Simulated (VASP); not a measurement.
Crystal: PtS2.

```
Pt S
1.0
     3.58983    0.00000    0.00000
    -1.79491    3.10888    0.00000
     0.00000    0.00000    5.10511
Pt S
1 2
Direct
  0.00000 0.00000 0.00000
  0.66667 0.33333 0.77300
  0.33333 0.66667 0.22700
```

Base run:

| Quantity | Value |
| --- | --- |
| Program | VASP 6.6.1 |
| Functional | r2SCAN |
| Potentials or basis | VASP PAW PBE potentials, release 64 (Pt, S) |
| Cutoff | 520 eV |
| k mesh | 9 × 9 × 5 |
| Occupations | fermi-dirac, width 0.05 eV |
| Spin | no spin polarisation |

Its results: band gap on the k mesh 1.14 eV, indirect (least direct gap 1.21 eV); pressure 2.8 GPa; largest force 0.630 eV/Å.

The run is repeated on the same cell with these changes: functional from r2SCAN to LDA; potentials or basis from VASP PAW PBE potentials, release 64 (Pt, S) to VASP PAW LDA potentials, release 64 (Pt, S). What comes out?

Band gap on the k mesh 0.87 eV, indirect (least direct gap 0.92 eV); pressure -2.3 GPa; largest force 0.243 eV/Å.

Caveats: spin-orbit coupling is left out, which moves the levels of the heavy elements; the PAW data sets were made with another functional, which shifts forces and pressure a little (some runs).

A k mesh can miss the band edges.
